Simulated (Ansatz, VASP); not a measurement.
This is a calculation of KI for VASP 6.6.1.

POSCAR

```
KI
1.0
    0.0000000000      3.4850289444      3.4850289444
    3.4850289444      0.0000000000      3.4850289444
    3.4850289444      3.4850289444      0.0000000000
I K
1 1
Direct
    0.5000000000      0.5000000000      0.5000000000
    0.0000000000      0.0000000000      0.0000000000
```

The input INCAR.step1:

```
  PREC = Accurate
  ENCUT = 520
  EDIFF = 1E-5
  ISMEAR = -1
  SIGMA = 0.05
  LREAL = False
  LASPH = True
  NELM = 60
  ALGO = Normal
  ISIF = 2
  LWAVE = True
  LCHARG = False
  GGA = PE
  NBANDS = 15
```

The input INCAR.step2:

```
  PREC = Accurate
  ENCUT = 520
  EDIFF = 1E-7
  ISMEAR = -1
  SIGMA = 0.05
  LREAL = False
  LASPH = True
  NELM = 60
  ALGO = Normal
  ISIF = 2
  LWAVE = False
  LCHARG = False
  GGA = PE
  LHFCALC = True
  AEXX = 0.25
  PRECFOCK = Normal
  ISTART = 1
  NBANDS = 15
```

File KPOINTS:

```
Automatic mesh
0
Gamma
  4 4 4
```

Potentials or basis: VASP PAW PBE potentials, release 64 (I, K_sv).

Launch:

```console
$ cat potpaw_PBE.64/I/POTCAR potpaw_PBE.64/K_sv/POTCAR > POTCAR
$ cp INCAR.step1 INCAR
$ mpirun -np 1 vasp_std > vasp.out
$ cp INCAR.step2 INCAR
$ mpirun -np 1 vasp_std > vasp.out
```

Task: Set up the same calculation for Ansatz 0.2.0. Potentials there: Ansatz PAW.

Result: As run (the cutoff follows the program's own potentials):

input

```
crystal:
  lattice:
    - [0.0, 3.4850289444, 3.4850289444]
    - [3.4850289444, 0.0, 3.4850289444]
    - [3.4850289444, 3.4850289444, 0.0]
  atoms:
    - { symbol: I, position: [0.5, 0.5, 0.5] }
    - { symbol: K, position: [0.0, 0.0, 0.0] }
hamiltonian:
  xc: pbe0
  pseudopotentials: { kind: paw }
kpoints:
  mp_grid: { grid: [4, 4, 4] }
scf:
  occupations: { method: fermi_dirac, width: 0.05 }
output:
  forces: true
  stress: true
  eigenvalues: true
```

Both were run:

|  | VASP | Ansatz | Ansatz less VASP |
| --- | --- | --- | --- |
| gap on the k mesh at the Fermi level (eV) | 5.77 | 5.76 | -0.006 |
| least direct gap on the mesh (eV) | 5.77 | 5.76 | -0.006 |
| pressure (GPa) | 0.9 | 1.0 | +0.02 |

VASP's potentials hold 16 valence electrons a cell and Ansatz's 26, so a difference there can come from the potentials and not from the codes.

Spin-orbit coupling is off throughout.
